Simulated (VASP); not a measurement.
A run of VASP 6.6.1 is set up as follows.

The input POSCAR:

```
Ag
1.0
    0.0000000000      2.0212963485      2.0520775112
    2.0828586739      0.0000000000      2.0520775112
    2.0828586739      2.0212963485      0.0000000000
Ag
1
Direct
    0.0000000000      0.0000000000      0.0000000000
```

The input INCAR.step1:

```
SYSTEM = Ag
PREC     = Accurate       ! precision mode
ENCUT    = 520            ! plane-wave cutoff, eV
ISMEAR   = 0              ! smearing method
SIGMA    = 0.15           ! smearing width, eV
LREAL    = .False.        ! projectors in reciprocal space
LASPH    = .True.         ! aspherical terms in the spheres
NELM     = 80             ! most SCF steps
NBANDS   = 12             ! bands
GGA      = PE             ! functional
ALGO     = Normal         ! electronic algorithm
EDIFF    = 1E-4           ! SCF threshold, eV
LWAVE    = .True.         ! write WAVECAR
LCHARG   = .False.        ! write CHGCAR
```

The input INCAR.step2:

```
SYSTEM = Ag
PREC     = Accurate       ! precision mode
ENCUT    = 520            ! plane-wave cutoff, eV
EDIFF    = 1E-6           ! SCF threshold, eV
ISMEAR   = 0              ! smearing method
SIGMA    = 0.15           ! smearing width, eV
LREAL    = .False.        ! projectors in reciprocal space
LASPH    = .True.         ! aspherical terms in the spheres
NELM     = 80             ! most SCF steps
ALGO     = Normal         ! electronic algorithm
ISIF     = 2              ! what is computed and relaxed
LWAVE    = .False.        ! write WAVECAR
LCHARG   = .True.         ! write CHGCAR
METAGGA  = R2SCAN         ! meta-GGA
LMIXTAU  = .True.       
LELF     = .True.         ! ELF
LVHAR    = .True.       
NBANDS   = 12             ! bands
ISTART   = 1
```

The input KPOINTS:

```
Automatic mesh
0
Gamma
  26 26 26
  0 0 0
```

Potentials or basis: VASP PAW PBE potentials, release 64 (Ag).

Command:

```console
$ cat potpaw_PBE.64/Ag/POTCAR > POTCAR
$ cp INCAR.step1 INCAR
$ mpirun -np 1 vasp_std > vasp.out
$ cp INCAR.step2 INCAR
$ mpirun -np 1 vasp_std > vasp.out
```

(1) Estimate the band gap on the k mesh.

(2) Predict the pressure.

## Answers

(1) zero (an odd number of electrons rules out a gap without spin polarisation).

(2) 0.2 GPa.

Caveat: the cell differs from its parent crystal (strain +0.0150 x Voigt [1, -1, 0, 0, 0, 0]); the PAW data sets were made with another functional, which shifts forces and pressure a little.
